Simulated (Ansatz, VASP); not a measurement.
One calculation of Al, two programs

```xyz
1
Lattice="0.0000 1.9046 2.2856 1.9046 0.0000 2.2856 1.9046 1.9046 0.0000" Properties=species:S:1:pos:R:3 pbc="T T T"
Al    0.0000    0.0000    0.0000
```

Alike in both runs: task single point; functional LDA; k mesh 22 × 22 × 22; occupations gaussian, width 0.15 eV; no spin polarisation.

|  | VASP | Ansatz |
| --- | --- | --- |
| version | VASP 6.6.1 | Ansatz 0.2.0 |
| potentials or method | VASP PAW LDA potentials, release 64 (Al), cutoff 520 eV | scalar-relativistic, plane waves, PAW |
| valence electrons in the cell | 3 | 3 |

|  | VASP | Ansatz | Ansatz less VASP |
| --- | --- | --- | --- |
| gap on the k mesh at the Fermi level (eV) | none | none | - |
| pressure (GPa) | -1.0 | -1.1 | -0.07 |
| traceless stress, the component that is largest in VASP (GPa) | -7.36 | -7.31 | +0.046 |

LDA's correlation is that of Perdew and Zunger in VASP and of Perdew and Wang (1992) in Ansatz. A gap of «none» marks a metal or a gap that the smearing closes.
